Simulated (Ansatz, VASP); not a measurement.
**WSe2: VASP beside Ansatz**

```
W Se
1.0
     3.24861    0.00000    0.00000
    -1.62430    2.81338    0.00000
     0.00000    0.00000   23.62832
W Se
2 4
Direct
  0.65103 0.33333 0.13547
  0.33331 0.66667 0.86453
  0.35180 0.66667 0.20589
  0.66667 0.33333 0.93511
  0.35130 0.66667 0.06489
  0.66668 0.33333 0.79411
```

Change from the starting cell: mode 4 frozen in at +0.000 Å and mode 11 at -0.060 Å (largest displacements).

Alike in both runs: task single point; functional LDA; k mesh 9 × 9 × 2; occupations gaussian, width 0.05 eV; no spin polarisation.

```csv
,VASP,Ansatz
version,VASP 6.6.1,Ansatz 0.2.0
potentials or method,"VASP PAW LDA potentials, release 64 (W_sv, Se), cutoff 520 eV","scalar-relativistic, plane waves, PAW"
valence electrons in the cell,52,92
```

```csv
,VASP,Ansatz,Ansatz less VASP
gap on the k mesh at the Fermi level (eV),1.33,1.33,+0.009
least direct gap on the mesh (eV),1.67,1.67,-0.002
rms of the force components (eV/Å),0.625,0.615,-0.0097
```

Ansatz warns that its potentials were made for another functional, while VASP's fit it. LDA's correlation is that of Perdew and Zunger in VASP and of Perdew and Wang (1992) in Ansatz. Atom by atom the forces differ by 0.050 eV/Å (rms over components). VASP's potentials hold 52 valence electrons a cell and Ansatz's 92, so a difference there can come from the potentials and not from the codes.

Neither program's run includes spin-orbit coupling.
